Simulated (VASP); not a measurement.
Runs of VASP 6.6.1 on BaS. The structure is that of space group Fm-3m (No. 225), or close to it. The cells are those of the table. 

```csv
cell,gap on the mesh (eV),pressure (GPa)
"a = 4.500, b = 4.500, c = 4.485 Å, angles 59.9, 59.9, 90.0°, 2 atoms",1.93,0.3
"a = 4.500, b = 4.500, c = 4.482 Å, angles 59.9, 59.9, 90.0°, 2 atoms",1.92,0.3
"a = 4.455, b = 4.455, c = 4.473 Å, angles 60.1, 60.1, 90.0°, 2 atoms",1.91,1.0
"a = 4.388, b = 4.388, c = 4.460 Å, angles 60.5, 60.5, 90.0°, 2 atoms",1.83,(c)
"a = 4.567, b = 4.567, c = 4.508 Å, angles 59.6, 59.6, 90.0°, 2 atoms",1.92,-0.8
"a = 4.455, b = 4.455, c = 4.470 Å, angles 60.1, 60.1, 90.0°, 2 atoms",1.91,1.1
"a = 4.433, b = 4.433, c = 4.463 Å, angles 60.2, 60.2, 90.0°, 2 atoms",1.88,1.5
"a = 4.388, b = 4.388, c = 4.449 Å, angles 60.4, 60.4, 90.0°, 2 atoms",(a),(d)
"a = 4.523, b = 4.523, c = 4.493 Å, angles 59.8, 59.8, 90.0°, 2 atoms",1.93,-0.1
"a = 4.523, b = 4.523, c = 4.487 Å, angles 59.7, 59.7, 90.0°, 2 atoms",1.91,0.0
"a = 4.433, b = 4.433, c = 4.469 Å, angles 60.3, 60.3, 90.0°, 2 atoms",1.88,(b)
```

Alike in all rows: task single point; level PBEsol; potentials or basis VASP PAW PBE potentials, release 64 (Ba_sv, S); no spin polarisation; k mesh 6 × 6 × 6; cutoff (eV) 520; smearing gaussian 0.01 eV.

Q: Estimate the missing entries.

A: (a) 1.82; (b) 1.4; (c) 2.3; (d) 2.5.

Caveats: the PAW data sets were made with another functional, which shifts forces and pressure a little; spin-orbit coupling is left out, which moves the levels of the heavy elements.

A k mesh can miss the band edges, and the runs leave out spin-orbit coupling on Ba.
